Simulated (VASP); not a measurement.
# LiCl (Fm-3m) in VASP: further runs

LiCl is run at these levels: PBE; tasks: single point, relaxation of cell and atoms.

Everything below comes from runs of VASP 6.6.1. Logs are shortened: lines on timing, memory, paths and dates and some standing lists are left out, and cuts for length are marked.

## 1. The cell of the first run

Symmetry: Fm-3m, No. 225, cubic system. The conventional cell has a = 5.149 Å, b = 5.149 Å, c = 5.149 Å, α = 90.00°, β = 90.00°, γ = 90.00°. Within 3.4 Å of Li (site symmetry m-3m) lie 6 Cl at 2.57 Å. Within 3.4 Å of Cl (site symmetry m-3m) lie 6 Li at 2.57 Å.

## 2. Single point, PBE

INCAR reads:

```
SYSTEM = LiCl
PREC = Accurate
ENCUT = 520
EDIFF = 1E-6
ISMEAR = 0
SIGMA = 0.02
LREAL = .False.
LASPH = .True.
NELM = 80
ALGO = Normal
ISIF = 2
LWAVE = .False.
LCHARG = .False.
GGA = PE
NBANDS = 12
```

KPOINTS reads:

```
regular mesh
0
Gamma
  8 8 8
  0 0 0
```

POSCAR reads:

```
LiCl
1.0
    0.0000000000      2.5744669420      2.5744669420
    2.5744669420      0.0000000000      2.5744669420
    2.5744669420      2.5744669420      0.0000000000
Li Cl
1 1
Direct
    0.0000000000      0.0000000000      0.0000000000
    0.5000000000      0.5000000000      0.5000000000
```

Potentials or basis: VASP PAW PBE potentials, release 64 (Li_sv, Cl).

On the command line:

```sh
> cat potpaw_PBE.64/Li_sv/POTCAR potpaw_PBE.64/Cl/POTCAR > POTCAR
> mpirun -np 1 vasp_std > vasp.out
```

OUTCAR:

```text
SYSTEM = LiCl
   PREC = Accurate
   ENCUT = 520
   EDIFF = 1E-6
   ISMEAR = 0
   LREAL = .False.
   LASPH = .True.
   NELM = 80
   ISIF = 2
   GGA = PE

 ion  position               nearest neighbor table
   1  0.000  0.000  0.000-   2 2.57   2 2.57   2 2.57   2 2.57   2 2.57   2 2.57
   2  0.500  0.500  0.500-   1 2.57   1 2.57   1 2.57   1 2.57   1 2.57   1 2.57

  LATTYP: Found a face centered cubic cell.
 ALAT       =     5.1489338840

  Lattice vectors:

 A1 = (   0.0000000000,   2.5744669420,   2.5744669420)
 A2 = (   2.5744669420,   0.0000000000,   2.5744669420)
 A3 = (   2.5744669420,   2.5744669420,   0.0000000000)

Analysis of symmetry for initial positions (statically):
=====================================================================
 Subroutine PRICEL returns:
 Original cell was already a primitive cell.

 Routine SETGRP: Setting up the symmetry group for a
 face centered cubic supercell.

 Subroutine GETGRP returns: Found 48 space group operations
 (whereof 48 operations were pure point group operations)
 out of a pool of 48 trial point group operations.

The static configuration has the point symmetry O_h .

Analysis of symmetry for dynamics (positions and initial velocities):
=====================================================================
 Subroutine PRICEL returns:
 Original cell was already a primitive cell.

 Routine SETGRP: Setting up the symmetry group for a
 face centered cubic supercell.

 Subroutine GETGRP returns: Found 48 space group operations
 (whereof 48 operations were pure point group operations)
 out of a pool of 48 trial point group operations.

The dynamic configuration has the point symmetry O_h .

 Subroutine INISYM returns: Found 48 space group operations
 (whereof 48 operations are pure point group operations),
 and found     1 'primitive' translations

----------------------------------------------------------------------------------------

                                     Primitive cell

  volume of cell :      34.1265

  direct lattice vectors                    reciprocal lattice vectors
     0.000000000  2.574466942  2.574466942    -0.194214962  0.194214962  0.194214962
     2.574466942  0.000000000  2.574466942     0.194214962 -0.194214962  0.194214962
     2.574466942  2.574466942  0.000000000     0.194214962  0.194214962 -0.194214962

  length of vectors
     3.640846065  3.640846065  3.640846065     0.336390182  0.336390182  0.336390182

  position of ions in fractional coordinates (direct lattice)
     0.000000000  0.000000000  0.000000000
     0.500000000  0.500000000  0.500000000

[... 81 lines left out ...]
   NFREE  =      0    steps in history (QN), initial steepest desc. (CG)
   ISIF   =      2    stress and relaxation
   ISYM   =      2    0-nonsym 1-usesym 2-fastsym
   POTIM  = 0.5000    time-step for ionic-motion
   TEBEG  =    0.0;   TEEND  =   0.0 temperature during run
   PSTRESS=    0.0 pullay stress
   NELECT =      10.0000    total number of electrons
   NUPDOWN=      -1.0000    fix difference up-down
   EMIN   =  10.00;   EMAX   =-10.00  energy-range for DOS
   EFERMI =   0.00;   METHOD = LEGACY
   ISMEAR =     0;   SIGMA  =   0.02  broadening in eV -4-tet -1-fermi 0-gaus
   EFERMI_NEDOS =   21; number of points for ismear=-14 and -15
   IALGO  =     38    algorithm
   IMIX   =      4    mixing-type and parameters
     AMIX     =   0.40;   BMIX     =  1.00
     AMIX_MAG =   1.60;   BMIX_MAG =  1.00
  volume/ion in A,a.u.               =      17.06       115.15
  Fermi-wavevector in a.u.,A,eV,Ry     =   1.087370  2.054832 16.087181  1.182374
  Thomas-Fermi vector in A             =   2.223528
   LORBIT       =      0    0 simple, 1 ext, 2 COOP (PROOUT), +10 PAW based schemes
   GGA     = PE    functional components
   LHFCALC =     F    Hartree Fock is set to
   AEXX    =    0.0000 exact exchange contribution
   IVDW    =     0    specifies the selected vdW correction
   LEPSILON=     F    determine dielectric tensor
   LRPA    =     F    only Hartree local field effects (RPA)
 non-spin polarized calculation
 Gauss-broadening in eV      SIGMA  =   0.02
  energy-cutoff  :      520.00
  volume of cell :       34.13
 maximum number of plane-waves:       941
   NGX = 13   NGY = 13   NGZ = 13

 number of electron      10.0000008 magnetization

 Free energy of the ion-electron system (eV)
  ---------------------------------------------------
  ext. energy  EPLUGINS =         0.00000000
  ---------------------------------------------------
  free energy    TOTEN  =        -7.38622848 eV

  energy without entropy =       -7.38622848  energy(sigma->0) =       -7.38622848

 E-fermi :   0.6060     XC(G=0):  -8.6821

 val. band max:        0.4950247361   @ k =   0.0000   0.0000   0.0000
 cond. band min:       6.7704829931   @ k =   0.0000   0.0000   0.0000
 fundamental gap:      6.2754582571
 Fermi energy:         0.6059547483

 k-point     1 :       0.0000    0.0000    0.0000
  band No.  band energies     occupation
      1     -43.0478      2.00000
      2     -12.8622      2.00000
      3       0.4950      2.00000
      4       0.4950      2.00000
      5       0.4950      2.00000
      6       6.7705      0.00000
      7      12.4238      0.00000
      8      12.4238      0.00000
      9      12.4238      0.00000
     10      14.9551      0.00000
     11      14.9552      0.00000
     12      14.9552      0.00000
[... 331 lines left out ...]
 k-point    24 :      -0.3750    0.2500    0.1250
  band No.  band energies     occupation
      1     -43.0448      2.00000
      2     -12.1969      2.00000
      3      -2.0029      2.00000
      4      -0.7822      2.00000
      5      -0.0713      2.00000
      6       8.6846      0.00000
      7       9.8024      0.00000
      8      11.0170      0.00000
      9      12.1784      0.00000
     10      15.9749      0.00000
     11      16.5474      0.00000
     12      18.6076      0.00000

 [... further k-points ...]
[... 5 lines left out ...]
  --------------------------------------------------------------------------------------
  -------------------------------------------------------------------------------------
  Total       -0.0141683     -0.0141683     -0.0141683     -0.0000000     -0.0000000     -0.0000000
  in kB       -0.6651734     -0.6651734     -0.6651734     -0.0000000     -0.0000000     -0.0000000
  external PRESSURE =      -0.6651734 kB  Pullay stress =       0.0000000 kB

 VOLUME and BASIS-vectors are now :
 -----------------------------------------------------------------------------
  energy-cutoff  :      520.00
  volume of cell :       34.13
      direct lattice vectors                 reciprocal lattice vectors
     0.000000000  2.574466942  2.574466942    -0.194214962  0.194214962  0.194214962
     2.574466942  0.000000000  2.574466942     0.194214962 -0.194214962  0.194214962
     2.574466942  2.574466942  0.000000000     0.194214962  0.194214962 -0.194214962

 POSITION                                       TOTAL-FORCE (eV/Angst)
 -----------------------------------------------------------------------------------
      0.00000      0.00000      0.00000         0.000000      0.000000      0.000000
      2.57447      2.57447      2.57447        -0.000000     -0.000000     -0.000000
 -----------------------------------------------------------------------------------
    total drift:                                0.000000      0.000000      0.000000

  FREE ENERGIE OF THE ION-ELECTRON SYSTEM (eV)
  ---------------------------------------------------
  free  energy   TOTEN  =        -7.3862284778 eV

  energy  without entropy=       -7.3862284778  energy(sigma->0) =       -7.38622848
```

Wall time 7.6 s (1 thread of AMD EPYC 9R14 (Zen 4), shared host); peak memory 0.12 GiB.

Results:

| Quantity | Value |
| --- | --- |
| Free energy | -7.3862 eV |
| Band gap on the k mesh | 6.28 eV, direct |

Caveat: the cutoff is under 1.25 times the usual one of these potentials, so pressure, stress and relaxed cells hold a basis-set (Pulay) error. A k mesh can miss the band edges.

## 3. Relaxation of cell and atoms, PBE

This run uses another cell than the first one, of 16.43 Å³/atom, 0.963 times its volume.

INCAR reads:

```
SYSTEM = LiCl
  PREC = Accurate
  ENCUT = 600
  EDIFF = 1E-6
  ISMEAR = 0
  SIGMA = 0.02
  LREAL = .False.
  LASPH = .True.
  NELM = 80
  ALGO = Normal
  ISIF = 3
  LWAVE = .False.
  LCHARG = .False.
  GGA = PE
  IBRION = 2
  NSW = 100
  EDIFFG = -0.01
```

KPOINTS is that of step 2.

POSCAR reads:

```
LiCl
1.0
    0.0000000000      2.5421223600      2.5421223600
    2.5421223600      0.0000000000      2.5421223600
    2.5421223600      2.5421223600      0.0000000000
Li Cl
1 1
Direct
    0.0000000000      0.0000000000      0.0000000000
    0.5000000000      0.5000000000      0.5000000000
```

Potentials or basis: VASP PAW PBE potentials, release 64 (Li_sv, Cl).

On the command line:

```sh
> cat potpaw_PBE.64/Li_sv/POTCAR potpaw_PBE.64/Cl/POTCAR > POTCAR
> mpirun -np 1 vasp_std > vasp.out
```

OUTCAR:

```text
SYSTEM = LiCl
   PREC = Accurate
   ENCUT = 600
   EDIFF = 1E-6
   ISMEAR = 0
   LREAL = .False.
   LASPH = .True.
   NELM = 80
   ISIF = 3
   GGA = PE
   IBRION = 2
   NSW = 100
   EDIFFG = -0.01

 ion  position               nearest neighbor table
   1  0.000  0.000  0.000-   2 2.54   2 2.54   2 2.54   2 2.54   2 2.54   2 2.54
   2  0.500  0.500  0.500-   1 2.54   1 2.54   1 2.54   1 2.54   1 2.54   1 2.54

  LATTYP: Found a face centered cubic cell.
 ALAT       =     5.0842447200

  Lattice vectors:

 A1 = (   0.0000000000,   2.5421223600,   2.5421223600)
 A2 = (   2.5421223600,   0.0000000000,   2.5421223600)
 A3 = (   2.5421223600,   2.5421223600,   0.0000000000)

Analysis of symmetry for initial positions (statically):
=====================================================================
 Subroutine PRICEL returns:
 Original cell was already a primitive cell.

 Routine SETGRP: Setting up the symmetry group for a
 face centered cubic supercell.

 Subroutine GETGRP returns: Found 48 space group operations
 (whereof 48 operations were pure point group operations)
 out of a pool of 48 trial point group operations.

The static configuration has the point symmetry O_h .

Analysis of symmetry for dynamics (positions and initial velocities):
[... 169 lines left out ...]
  --------------------------------------------------------------------------------------
  -------------------------------------------------------------------------------------
  Total        0.2553794      0.2553794      0.2553794     -0.0000000      0.0000000     -0.0000000
  in kB       12.4530909     12.4530909     12.4530909     -0.0000000      0.0000000     -0.0000000
  external PRESSURE =      12.4530909 kB  Pullay stress =       0.0000000 kB
[... 23 lines left out ...]
--------------------------------------- Ionic step        2  -------------------------------------------

 number of electron      10.0000001 magnetization

 E-fermi :   0.8377     XC(G=0):  -8.7661

 val. band max:        0.6410224783   @ k =   0.0000   0.0000   0.0000
 cond. band min:       7.0286656859   @ k =   0.0000   0.0000   0.0000
 fundamental gap:      6.3876432076
 Fermi energy:         0.8377209192

 k-point     1 :       0.0000    0.0000    0.0000
  band No.  band energies     occupation
      1     -42.8656      2.00000
      2     -12.7840      2.00000
      3       0.6410      2.00000
      4       0.6410      2.00000
      5       0.6410      2.00000
      6       7.0287      0.00000
      7      12.5864      0.00000
      8      12.5864      0.00000
      9      12.5864      0.00000
[... 311 lines left out ...]
--------------------------------------- Ionic step        3  -------------------------------------------

 number of electron      10.0000006 magnetization

 Free energy of the ion-electron system (eV)
  ---------------------------------------------------
  ext. energy  EPLUGINS =         0.00000000
  ---------------------------------------------------
  free energy    TOTEN  =        -7.38527387 eV

  energy without entropy =       -7.38527387  energy(sigma->0) =       -7.38527387

 E-fermi :   0.5832     XC(G=0):  -8.6862

 val. band max:        0.5025229067   @ k =   0.0000   0.0000   0.0000
 cond. band min:       6.7840717240   @ k =   0.0000   0.0000   0.0000
 fundamental gap:      6.2815488173
 Fermi energy:         0.5831719131

 k-point     1 :       0.0000    0.0000    0.0000
  band No.  band energies     occupation
      1     -43.0371      2.00000
      2     -12.8577      2.00000
      3       0.5025      2.00000
      4       0.5025      2.00000
      5       0.5025      2.00000
      6       6.7841      0.00000
      7      12.4321      0.00000
      8      12.4321      0.00000
      9      12.4322      0.00000
[... 305 lines left out ...]
  FREE ENERGIE OF THE ION-ELECTRON SYSTEM (eV)
  ---------------------------------------------------
  free  energy   TOTEN  =        -7.3852738684 eV

  energy  without entropy=       -7.3852738684  energy(sigma->0) =       -7.38527387

 reached required accuracy - stopping structural energy minimisation
```

OSZICAR:

```text
N       E                     dE             d eps       ncg     rms          rms(c)
DAV:   1     0.462567300258E+02    0.46257E+02   -0.44490E+03   522   0.112E+03
DAV:   2    -0.534199411293E+01   -0.51599E+02   -0.50006E+02   695   0.172E+02
DAV:   3    -0.739477984655E+01   -0.20528E+01   -0.20500E+01   627   0.405E+01
[... 20 lines left out ...]
DAV:   2    -0.738729237244E+01    0.14726E-01   -0.39699E-02   657   0.140E+00    0.300E-01
DAV:   3    -0.738539503482E+01    0.18973E-02   -0.74727E-03   541   0.555E-01    0.183E-01
DAV:   4    -0.738528248597E+01    0.11255E-03   -0.19703E-04   886   0.121E-01    0.326E-02
DAV:   5    -0.738527325865E+01    0.92273E-05   -0.25497E-05   696   0.397E-02    0.107E-02
DAV:   6    -0.738527386841E+01   -0.60976E-06   -0.82251E-07   423   0.100E-02
   3 F= -.73852739E+01 E0= -.73852739E+01  d E =-.443699E-02
```

CONTCAR:

```text
LiCl
   1.00000000000000
    -0.0000000000000000    2.5736056592318892    2.5736056592318892
     2.5736056592318892    0.0000000000000000    2.5736056592318892
     2.5736056592318892    2.5736056592318892   -0.0000000000000000
  Li              Cl
     1     1
Direct
     0.0000000000000000    0.0000000000000000    0.0000000000000000
     0.5000000000000000    0.5000000000000000    0.5000000000000000

  0.00000000E+00  0.00000000E+00  0.00000000E+00
  0.00000000E+00  0.00000000E+00  0.00000000E+00
```

Run time: 14 s. Hardware: 1 thread of AMD EPYC 9R14 (Zen 4), shared host; peak memory 0.13 GiB.

What came out:

* Free energy: -7.3853 eV
* Relaxed volume: 17.05 Å³/atom
* Relaxed cell: a = 3.640 Å, b = 3.640 Å, c = 3.640 Å, α = 60.00°, β = 60.00°, γ = 60.00°
* Space group after relaxing (to 0.05 Å): Fm-3m (No. 225)
* Energy gained by relaxing: 2.2 meV/atom
* Ionic steps: 3
* Pressure after relaxing: 0.0 GPa
* Band gap on the k mesh: 6.28 eV, direct

The path:
| step | energy change (eV) | largest force (eV/Å) | pressure (GPa) | volume (Å³) |
| --- | --- | --- | --- | --- |
| 1 | 0.0000 | 0.0000 | 1.25 | 32.86 |
| 2 | -0.0034 | 0.0000 | 0.56 | 33.47 |
| 3 | -0.0044 | 0.0000 | -0.05 | 34.09 |

Final structure:
```yaml
crystal:
  lattice:
    - [0.00000, 2.57361, 2.57361]
    - [2.57361, 0.00000, 2.57361]
    - [2.57361, 2.57361, 0.00000]
  atoms:
    - { symbol: Li, position: [0.00000, 0.00000, 0.00000] }
    - { symbol: Cl, position: [0.50000, 0.50000, 0.50000] }
```

Caveat: the cutoff is under 1.25 times the usual one of these potentials, so pressure, stress and relaxed cells hold a basis-set (Pulay) error.
